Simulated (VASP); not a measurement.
Here is a VASP 6.6.1 calculation.

The input INCAR:

```
PREC = Accurate
ENCUT = 600
EDIFF = 1E-6
ISMEAR = -1
SIGMA = 0.05
LREAL = F
LASPH = T
NELM = 60
ALGO = Normal
ISIF = 3
LWAVE = F
LCHARG = F
GGA = PS
IBRION = 2
NSW = 80
EDIFFG = -0.01
PSTRESS = 300.0
```

The input KPOINTS:

```
regular mesh
0
Gamma
  8 8 4
```

File POSCAR:

```
MgS
1.0
    4.0346224068      0.0000000000      0.0000000000
   -2.0173112034      3.4940854990      0.0000000000
    0.0000000000      0.0000000000      6.4322941800
S Mg
2 2
Direct
    0.6666666667      0.3333333333      0.8792441500
    0.3333333333      0.6666666667      0.3792441500
    0.3333333333      0.6666666667      0.9957548500
    0.6666666667      0.3333333333      0.4957548500
```

Potentials or basis: VASP PAW PBE potentials, release 64 (S, Mg).

Run with:

```console
$ cat potpaw_PBE.64/S/POTCAR potpaw_PBE.64/Mg/POTCAR > POTCAR
$ mpirun -np 1 vasp_std > vasp.out
```

Task: What does it give for the relaxed cell?

Result: a = 3.922 Å, b = 3.922 Å, c = 4.783 Å, α = 90.00°, β = 90.00°, γ = 120.00°.

Task: What does it give for the space group after relaxing (to 0.1 Å)?

Result: P6_3/mmc (No. 194).

Forces in eV/Å, atoms in the order of the input:
```
S    0.000  0.000  0.006
S    0.000  0.000  0.006
Mg   0.000  0.000 -0.006
Mg   0.000  0.000 -0.006
```

Caveat: the cell is relaxed towards a set pressure, so the run minimises the enthalpy, not the energy; the PAW data sets were made with another functional, which shifts forces and pressure a little.
